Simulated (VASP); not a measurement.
Input of a VASP 6.6.1 run:

INCAR

```
SYSTEM = SiC
ALGO = Normal ; EDIFF = 1E-7
ENCUT = 520 ; GGA = PE
ISIF = 2 ; ISMEAR = 0
LASPH = .TRUE. ; LCHARG = .FALSE.
LREAL = .FALSE. ; LWAVE = .FALSE.
NBANDS = 11 ; NELM = 100
PREC = Accurate ; SIGMA = 0.05
```

File KPOINTS:

```
k-points
0
G
  4 4 4
  0 0 0
```

The input POSCAR:

```
SiC
1.0
    0.0000000000      2.3617178146      1.8421398954
    2.3617178146      0.0000000000      1.8421398954
    2.3617178146      2.3617178146      0.0000000000
Si C
1 1
Direct
    0.0000000000      0.0000000000      0.0000000000
    0.7500000000      0.7500000000      0.7500000000
```

Potentials or basis: VASP PAW PBE potentials, release 64 (Si, C).

Command:

```sh
$ cat potpaw_PBE.64/Si/POTCAR potpaw_PBE.64/C/POTCAR > POTCAR
$ mpirun -np 1 vasp_std > vasp.out
```

Q: Predict the band gap on the k mesh.

A: Zero (band 4 reaches 9.24 eV, above the bottom of band 5 at 8.73 eV).

Q: Estimate the pressure.

A: -0.8 GPa.

Stress tensor (GPa, compression positive):
```
-13.30   0.00   0.00
  0.00 -13.30   0.00
  0.00   0.00  24.12
```

Caveat: the k points lie up to 0.63 Å⁻¹ apart.
